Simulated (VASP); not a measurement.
Write the native input for VASP 6.6.1 that does the following.

```yaml
Task: single point
Functional: LDA
Potentials_or_basis: VASP PAW LDA potentials, release 64 (Ga_d, Ge_d)
Cutoff: 520 eV
k_mesh: 14 × 14 × 14
Occupations: gaussian, width 0.15 eV
Spin: no spin polarisation
Dipole_correction: no
Further_INCAR_settings: ALGO = Normal; EDIFF = 1e-06; NBANDS = 20
```

The structure of GaGe lies in POSCAR:

```
GaGe
1.0
    0.0000000000      2.8109086800      2.8109086800
    2.8109086800      0.0000000000      2.8109086800
    2.8109086800      2.8109086800      0.0000000000
Ga Ge
1 1
Direct
    0.7500000000      0.7500000000      0.7500000000
    0.0000000000      0.0000000000      0.0000000000
```

This cell differs from its parent crystal: strain -0.030 along x and y, -0.030 along z.

One way to write it, as run:

INCAR

```
PREC = Accurate
ENCUT = 520
EDIFF = 1E-6
ISMEAR = 0
SIGMA = 0.15
LREAL = F
LASPH = T
NELM = 100
ALGO = Normal
ISIF = 2
LWAVE = F
LCHARG = T
GGA = CA
LELF = T
LVHAR = T
NBANDS = 20
```

KPOINTS

```
Automatic mesh
0
Gamma
  14 14 14
```

Potentials or basis: VASP PAW LDA potentials, release 64 (Ga_d, Ge_d).

Command:

```bash
$ cat potpaw_LDA.64/Ga_d/POTCAR potpaw_LDA.64/Ge_d/POTCAR > POTCAR
$ mpirun -np 1 vasp_std > vasp.out
```

Results of the run:

```yaml
Pressure: 0.6 GPa
Band_gap_on_the_k_mesh: zero (an odd number of electrons rules out a gap without spin polarisation)
```

Caveat: the cell differs from its parent crystal (strain -0.030 along x and y, -0.030 along z); an odd number of electrons without spin polarisation forces a metal; a magnetic or distorted state may lie lower.

It took 40 s on 1 thread of Intel(R) Xeon(R) Platinum 8559C (Emerald Rapids), with other jobs on the host, peak memory 0.21 GiB.
